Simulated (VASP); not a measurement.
A run of VASP 6.6.1 is set up as follows.

File INCAR:

```
  PREC = Accurate
  ENCUT = 500
  EDIFF = 1E-6
  ISMEAR = 0
  SIGMA = 0.1
  LREAL = False
  LASPH = True
  NELM = 120
  ALGO = Normal
  ISIF = 2
  LWAVE = False
  LCHARG = True
  GGA = PS
  IVDW = 12
  LELF = True
  LVHAR = True
  NBANDS = 13
  GGA_COMPAT = False
```

File KPOINTS:

```
regular mesh
0
Gamma
  6 6 6
```

Contents of POSCAR:

```
Sn
1.0
   -1.8946518192      1.8946518192      1.8946518192
    1.8946518192     -1.8946518192      1.8946518192
    1.8946518192      1.8946518192     -1.8946518192
Sn
1
Direct
    0.0000000000      0.0000000000      0.0000000000
```

Potentials or basis: VASP PAW PBE potentials, release 64 (Sn_d).

Run with:

```sh
$ cat potpaw_PBE.64/Sn_d/POTCAR > POTCAR
$ mpirun -np 1 vasp_std > vasp.out
```

Problem. What does it give for the band gap on the k mesh?

Solution. Zero (band 7 reaches 15.86 eV, above the bottom of band 8 at 5.45 eV).

Problem. What does it give for the pressure?

Solution. -4.5 GPa.

Problem. Estimate the dispersion energy per atom.

Solution. -0.389 eV.

Caveat: the k points lie up to 0.39 Å⁻¹ apart; the PAW data sets were made with another functional, which shifts forces and pressure a little; spin-orbit coupling is left out, which moves the levels of the heavy elements; pairwise dispersion overbinds metals, which lowers pressure and volume.
